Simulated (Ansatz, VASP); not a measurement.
**NaCl in VASP and in Ansatz**

```
Na Cl
1.0
     0.00000    2.74320    3.01752
     2.74320    0.00000    3.01752
     2.74320    2.74320    0.00000
Na Cl
1 1
Direct
  0.00000 0.00000 0.00000
  0.50000 0.50000 0.50000
```

Alike in both runs: task single point; functional PBEsol; k mesh 8 × 8 × 8; occupations gaussian, width 0.05 eV; no spin polarisation.

```csv
,VASP,Ansatz
version,VASP 6.6.1,Ansatz 0.2.0
potentials or method,"VASP PAW PBE potentials, release 64 (Na_pv, Cl), cutoff 520 eV","scalar-relativistic, plane waves, PAW"
valence electrons in the cell,14,16
```

VASP gave:

- gap on the k mesh at the Fermi level (eV): 4.87
- least direct gap on the mesh (eV): 4.87
- pressure (GPa): -0.2
- traceless stress, the component that is largest in VASP (GPa): -2.00

Question: Which values does Ansatz return?

Answer: gap on the k mesh at the Fermi level (eV): 4.87; least direct gap on the mesh (eV): 4.87; pressure (GPa): -0.3; traceless stress, the component that is largest in VASP (GPa): -1.97.

VASP's potentials were made for PBE, not for PBEsol. The functional is the same, so the differences come from potentials, cutoffs and numerics. VASP's potentials hold 14 valence electrons a cell and Ansatz's 16, so a difference there can come from the potentials and not from the codes.
